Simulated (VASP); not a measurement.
# Cu2Au (I4/mmm) in VASP: single point with PBEsol

Aim: the single point of Cu2Au with PBEsol.

Program: VASP 6.6.1. These are calculated values, not measurements. Logs are shortened: lines on timing, memory, paths and dates and some standing lists are left out, and cuts for length are marked.

## 1. The cell of the first run

Symmetry: I4/mmm, No. 139, tetragonal system. The conventional cell has a = 3.040 Å, b = 3.040 Å, c = 8.609 Å, α = 90.00°, β = 90.00°, γ = 90.00°. Cu (site symmetry 4mm) has 9 Cu at 2.48 to 3.07 Å and 5 Au at 2.64 to 2.77 Å within 3.3 Å. Within 3.5 Å of Au (site symmetry 4/mmm) lie 10 Cu at 2.64 to 2.77 Å and 4 Au at 3.04 Å.

## 2. Single point, PBEsol

INCAR

```
SYSTEM = Cu2Au
  ALGO = Fast
  EDIFF = 1E-7
  ENCUT = 520
  GGA = PS
  ISIF = 2
  ISMEAR = 0
  LASPH = .TRUE.
  LCHARG = .FALSE.
  LREAL = .FALSE.
  LWAVE = .FALSE.
  NBANDS = 24
  NELM = 100
  PREC = Accurate
  SIGMA = 0.1
```

KPOINTS

```
k-points
0
G
  14 14 14
  0 0 0
```

POSCAR

```
Cu2Au
1.0
    0.0000000000      0.0000000000     -3.0396016187
   -3.0396016187      0.0000000000      0.0000000000
    1.5198008094      4.3044989019      1.5198008094
Cu Au
2 1
Direct
    0.6549999944      0.6549999944      0.3099999889
    0.0116666722      0.0116666722      0.0233333445
    0.3333333333      0.3333333333      0.6666666667
```

Potentials or basis: VASP PAW PBE potentials, release 64 (Cu, Au).

Launch:

```
$ cat potpaw_PBE.64/Cu/POTCAR potpaw_PBE.64/Au/POTCAR > POTCAR
$ mpirun -np 1 vasp_std > vasp.out
```

OUTCAR:

```text
SYSTEM = Cu2Au
   EDIFF = 1E-7
   ENCUT = 520
   GGA = PS
   ISIF = 2
   ISMEAR = 0
   LASPH = .TRUE.
   LREAL = .FALSE.
   NELM = 100
   PREC = Accurate

 ion  position               nearest neighbor table
   1  0.655  0.655  0.310-   2 2.48   2 2.48   2 2.48   2 2.48   3 2.64   3 2.64   3 2.64   3 2.64
                             3 2.77
   2  0.012  0.012  0.023-   1 2.48   1 2.48   1 2.48   1 2.48   3 2.64   3 2.64   3 2.64   3 2.64
                             3 2.77
   3  0.333  0.333  0.667-   1 2.64   2 2.64   2 2.64   1 2.64   1 2.64   2 2.64   2 2.64   1 2.64
                             2 2.77   1 2.77

  LATTYP: Found a body centered tetragonal cell.
 ALAT       =     3.0396016187
 C/A-ratio  =     2.8322783324

  Lattice vectors:

 A1 = (   1.5198008093,  -4.3044989019,  -1.5198008094)
 A2 = (  -1.5198008094,  -4.3044989019,   1.5198008093)
 A3 = (  -1.5198008093,   4.3044989019,  -1.5198008093)

Analysis of symmetry for initial positions (statically):
=====================================================================
 Subroutine PRICEL returns:
 Original cell was already a primitive cell.

 Routine SETGRP: Setting up the symmetry group for a
 body centered tetragonal supercell.

 Subroutine GETGRP returns: Found 16 space group operations
 (whereof  8 operations were pure point group operations)
 out of a pool of 16 trial point group operations.

The static configuration has the point symmetry C_4v.
 The point group associated with its full space group is D_4h.

Analysis of symmetry for dynamics (positions and initial velocities):
=====================================================================
 Subroutine PRICEL returns:
 Original cell was already a primitive cell.

 Routine SETGRP: Setting up the symmetry group for a
 body centered tetragonal supercell.

 Subroutine GETGRP returns: Found 16 space group operations
 (whereof  8 operations were pure point group operations)
 out of a pool of 16 trial point group operations.

The dynamic configuration has the point symmetry C_4v.
 The point group associated with its full space group is D_4h.

 Subroutine INISYM returns: Found 16 space group operations
 (whereof  8 operations are pure point group operations),
 and found     1 'primitive' translations

----------------------------------------------------------------------------------------

                                     Primitive cell

  volume of cell :      39.7700

  direct lattice vectors                    reciprocal lattice vectors
     0.000000000  0.000000000 -3.039601619     0.000000000  0.116157539 -0.328990481
    -3.039601619  0.000000000  0.000000000    -0.328990481  0.116157539  0.000000000
     1.519800809  4.304498902  1.519800809     0.000000000  0.232315078  0.000000000

  length of vectors
     3.039601619  3.039601619  4.811268003     0.348894412  0.348894412  0.232315078

  position of ions in fractional coordinates (direct lattice)
     0.654999994  0.654999994  0.309999989
     0.011666672  0.011666672  0.023333345
     0.333333333  0.333333333  0.666666667

  ion indices of the primitive-cell ions
   primitive index   ion index
                 1           1
                 2           2
                 3           3

----------------------------------------------------------------------------------------

 KPOINTS: k-points

Automatic generation of k-mesh.
 Grid dimensions read from file:
 generate k-points for:   14   14   14

 Generating k-lattice:

  Cartesian coordinates                     Fractional coordinates (reciprocal lattice)
     0.000000000  0.008296967 -0.023499320     0.071428571  0.000000000 -0.000000000
    -0.023499320  0.008296967  0.000000000     0.000000000  0.071428571 -0.000000000
     0.000000000  0.016593934  0.000000000     0.000000000  0.000000000  0.071428571

  Length of vectors
     0.024921029  0.024921029  0.016593934

  Shift w.r.t. Gamma in fractional coordinates (k-lattice)
     0.000000000  0.000000000  0.000000000

 Subroutine IBZKPT returns following result:
 ===========================================

 Found    244 irreducible k-points:

 Following reciprocal coordinates:
            Coordinates               Weight
  0.000000  0.000000  0.000000      1.000000
  0.071429  0.000000  0.000000      8.000000
  0.142857  0.000000  0.000000      8.000000
  0.214286  0.000000 -0.000000      8.000000
  0.285714  0.000000  0.000000      8.000000
  0.357143  0.000000 -0.000000      8.000000
[... 16 lines left out ...]
  0.214286  0.142857 -0.000000     16.000000
  0.285714  0.142857  0.000000     16.000000
 [... further k-points ...]
   k-points           NKPTS =    244   k-points in BZ     NKDIM =    244   number of bands    NBANDS=     24
   number of dos      NEDOS =    301   number of ions     NIONS =      3
   total plane-waves  NPLWV =  20736
   dimension x,y,z NGX =    24 NGY =   24 NGZ =   36
   dimension x,y,z NGXF=    48 NGYF=   48 NGZF=   72
   ions per type =               2   1
   NGX,Y,Z   is equivalent  to a cutoff of  13.13, 13.13, 12.44 a.u.
   NGXF,Y,Z  is equivalent  to a cutoff of  26.25, 26.25, 24.88 a.u.
 SYSTEM =  Cu2Au
   PREC   = accura    normal or accurate (medium, high low for compatibility)
   ISTART =      0    job   : 0-new  1-cont  2-samecut
   ICHARG =      2    charge: 1-file 2-atom 10-const
   ISPIN  =      1    spin polarized calculation?
   LNONCOLLINEAR =      F non collinear calculations
   LSORBIT =      F    spin-orbit coupling
   LASPH  =      T    aspherical Exc in radial PAW
   ENCUT  =  520.0 eV  38.22 Ry    6.18 a.u.   5.65  5.65  8.95*2*pi/ulx,y,z
   NELM   =    100;   NELMIN=  2; NELMDL= -5     # of ELM steps
   EDIFF  = 0.1E-06   stopping-criterion for ELM
   LREAL  =      F    real-space projection
   EDIFFG = 0.1E-05   stopping-criterion for IOM
   NSW    =      0    number of steps for IOM
   IBRION =     -1    ionic relax: 0-MD 1-quasi-New 2-CG
   NFREE  =      0    steps in history (QN), initial steepest desc. (CG)
   ISIF   =      2    stress and relaxation
   ISYM   =      2    0-nonsym 1-usesym 2-fastsym
   POTIM  = 0.5000    time-step for ionic-motion
   TEBEG  =    0.0;   TEEND  =   0.0 temperature during run
   PSTRESS=    0.0 pullay stress
   NELECT =      33.0000    total number of electrons
   NUPDOWN=      -1.0000    fix difference up-down
   EMIN   =  10.00;   EMAX   =-10.00  energy-range for DOS
   EFERMI =   0.00;   METHOD = LEGACY
   ISMEAR =     0;   SIGMA  =   0.10  broadening in eV -4-tet -1-fermi 0-gaus
   EFERMI_NEDOS =   21; number of points for ismear=-14 and -15
   IALGO  =     68    algorithm
   IMIX   =      4    mixing-type and parameters
     AMIX     =   0.40;   BMIX     =  1.00
     AMIX_MAG =   1.60;   BMIX_MAG =  1.00
  volume/ion in A,a.u.               =      13.26        89.46
  Fermi-wavevector in a.u.,A,eV,Ry     =   1.538370  2.907098 32.199311  2.366583
  Thomas-Fermi vector in A             =   2.644748
   LORBIT       =      0    0 simple, 1 ext, 2 COOP (PROOUT), +10 PAW based schemes
   GGA     = PS    functional components
   LHFCALC =     F    Hartree Fock is set to
   AEXX    =    0.0000 exact exchange contribution
   IVDW    =     0    specifies the selected vdW correction
   LEPSILON=     F    determine dielectric tensor
   LRPA    =     F    only Hartree local field effects (RPA)
 non-spin polarized calculation
 RMM-DIIS sequential band-by-band and
 Gauss-broadening in eV      SIGMA  =   0.10
  energy-cutoff  :      520.00
  volume of cell :       39.77
 maximum number of plane-waves:      1086
   NGX = 11   NGY = 11   NGZ = 17

 number of electron      33.0000040 magnetization

 Free energy of the ion-electron system (eV)
  ---------------------------------------------------
  ext. energy  EPLUGINS =         0.00000000
  ---------------------------------------------------
  free energy    TOTEN  =       -12.61869942 eV

  energy without entropy =      -12.61395597  energy(sigma->0) =      -12.61632769

 E-fermi :   8.5789     XC(G=0): -13.0273

 val. band max:        8.5758582374   @ k =  -0.4286   0.0714   0.0714
 cond. band min:       8.6052044548   @ k =   0.4286   0.0000  -0.0000
 fundamental gap:      0.0293462174
 Fermi energy:         8.5788851385

 k-point     1 :       0.0000    0.0000    0.0000
  band No.  band energies     occupation
      1      -1.3130      2.00000
      2       2.4049      2.00000
      3       2.5987      2.00000
      4       4.4242      2.00000
      5       4.4242      2.00000
      6       4.5712      2.00000
[... 16 lines left out ...]
     23      21.0041      0.00000
     24      21.6627      0.00000

 k-point     2 :       0.0714    0.0000    0.0000
  band No.  band energies     occupation
      1      -1.2047      2.00000
      2       2.4466      2.00000
      3       2.6427      2.00000
      4       4.1517      2.00000
      5       4.4127      2.00000
      6       4.5959      2.00000
[... 16 lines left out ...]
     23      21.2984      0.00000
     24      22.6403      0.00000

 k-point     3 :       0.1429    0.0000    0.0000
  band No.  band energies     occupation
      1      -0.8860      2.00000
      2       2.5066      2.00000
      3       2.8257      2.00000
      4       3.7406      2.00000
      5       4.3665      2.00000
      6       4.5068      2.00000
[... 16 lines left out ...]
     23      21.4810      0.00000
     24      23.7150      0.00000

 k-point     4 :       0.2143    0.0000   -0.0000
  band No.  band energies     occupation
      1      -0.3774      2.00000
      2       2.5369      2.00000
      3       3.1054      2.00000
      4       3.3764      2.00000
      5       4.2566      2.00000
      6       4.3502      2.00000
[... 16 lines left out ...]
     23      21.7207      0.00000
     24      23.5344      0.00000

 k-point     5 :       0.2857    0.0000    0.0000
  band No.  band energies     occupation
      1       0.2782      2.00000
      2       2.4961      2.00000
      3       3.0001      2.00000
      4       3.5736      2.00000
      5       4.0457      2.00000
      6       4.2255      2.00000
[... 16 lines left out ...]
     23      22.3733      0.00000
     24      23.1418      0.00000

 k-point     6 :       0.3571    0.0000   -0.0000
  band No.  band energies     occupation
      1       0.9915      2.00000
      2       2.3304      2.00000
      3       2.9888      2.00000
      4       3.8145      2.00000
      5       3.8358      2.00000
      6       4.1326      2.00000
[... 16 lines left out ...]
     23      22.7657      0.00000
     24      23.3422      0.00000
[... 379 lines left out ...]
 k-point    21 :      -0.0714    0.0714    0.0000
  band No.  band energies     occupation
      1      -1.1205      2.00000
      2       2.5140      2.00000
      3       2.6806      2.00000
      4       4.1489      2.00000
      5       4.1825      2.00000
      6       4.5615      2.00000
[... 16 lines left out ...]
     23      22.2953      0.00000
     24      22.9099      0.00000

 k-point    22 :       0.1429    0.1429    0.0000
  band No.  band energies     occupation
      1      -0.3809      2.00000
      2       2.6925      2.00000
      3       2.8805      2.00000
      4       3.6243      2.00000
      5       3.8592      2.00000
      6       4.3132      2.00000
[... 16 lines left out ...]
     23      24.5525      0.00000
     24      24.7265      0.00000

 k-point    23 :       0.2143    0.1429   -0.0000
  band No.  band energies     occupation
      1       0.1495      2.00000
      2       2.7284      2.00000
      3       3.1017      2.00000
      4       3.3882      2.00000
      5       3.7775      2.00000
      6       4.1166      2.00000
[... 16 lines left out ...]
     23      24.0423      0.00000
     24      25.1389      0.00000

 k-point    24 :       0.2857    0.1429    0.0000
  band No.  band energies     occupation
      1       0.8016      2.00000
      2       2.6283      2.00000
      3       3.1935      2.00000
      4       3.4101      2.00000
      5       3.7324      2.00000
      6       3.9858      2.00000
[... 16 lines left out ...]
     23      22.7457      0.00000
     24      23.9815      0.00000

 [... further k-points ...]

------------------------ aborting loop because EDIFF is reached ----------------------------------------

  FORCE on cell =-STRESS in cart. coord.  units (eV):
  Direction    XX          YY          ZZ          XY          YZ          ZX
  --------------------------------------------------------------------------------------
  -------------------------------------------------------------------------------------
  Total       -0.0594188     -0.0841878     -0.0594188     -0.0000000     -0.0000000      0.0000000
  in kB       -2.3937477     -3.3915955     -2.3937477     -0.0000000     -0.0000000      0.0000000
  external PRESSURE =      -2.7263637 kB  Pullay stress =       0.0000000 kB

 VOLUME and BASIS-vectors are now :
 -----------------------------------------------------------------------------
  energy-cutoff  :      520.00
  volume of cell :       39.77
      direct lattice vectors                 reciprocal lattice vectors
     0.000000000  0.000000000 -3.039601619     0.000000000  0.116157539 -0.328990481
    -3.039601619  0.000000000  0.000000000    -0.328990481  0.116157539  0.000000000
     1.519800809  4.304498902  1.519800809     0.000000000  0.232315078  0.000000000

 POSITION                                       TOTAL-FORCE (eV/Angst)
 -----------------------------------------------------------------------------------
     -1.51980      1.33439     -1.51980         0.000000      0.015857      0.000000
      0.00000      0.10044      0.00000        -0.000000     -0.015857     -0.000000
      0.00000      2.86967      0.00000         0.000000      0.000000      0.000000
 -----------------------------------------------------------------------------------
    total drift:                               -0.000000      0.000000     -0.000000

  FREE ENERGIE OF THE ION-ELECTRON SYSTEM (eV)
  ---------------------------------------------------
  free  energy   TOTEN  =       -12.6186994186 eV

  energy  without entropy=      -12.6139559686  energy(sigma->0) =      -12.61632769
```

It took 2.3 min on 1 thread of Intel Xeon 6975P-C (Granite Rapids), shared host; peak memory 0.32 GiB.

Results:

```
Free energy            : -12.6187 eV
Pressure               : -0.3 GPa
Largest force          : 0.016 eV/Å
Band gap on the k mesh : zero (an odd number of electrons rules out a gap without spin polarisation)
```

Forces on the atoms (eV/Å):
```
Cu   0.000  0.016  0.000
Cu   0.000 -0.016  0.000
Au   0.000  0.000  0.000
```

Stress tensor (GPa, compression positive):
```
-0.24  0.00  0.00
 0.00 -0.34  0.00
 0.00  0.00 -0.24
```

Levels at points of the mesh, in eV from the Fermi level:
```tsv
k point	band 14	band 15	band 16	band 17	band 18	band 19
(0.00, 0.00, 0.00)	-2.32	-2.01	-1.83	0.79	2.32	10.37
(0.50, 0.00, 0.00)	-1.87	-1.45	-1.34	-1.27	-0.53	4.51
(0.50, 0.50, 0.00)	-2.02	-1.36	-1.03	3.17	3.43	3.95
(0.00, 0.00, 0.50)	-1.84	-1.55	-1.55	-1.47	6.65	6.65
```

Caveat: the PAW data sets were made with another functional, which shifts forces and pressure a little; spin-orbit coupling is left out, which moves the levels of the heavy elements.

The gap in the log of VASP goes by the Fermi energy; the results here count the filled bands.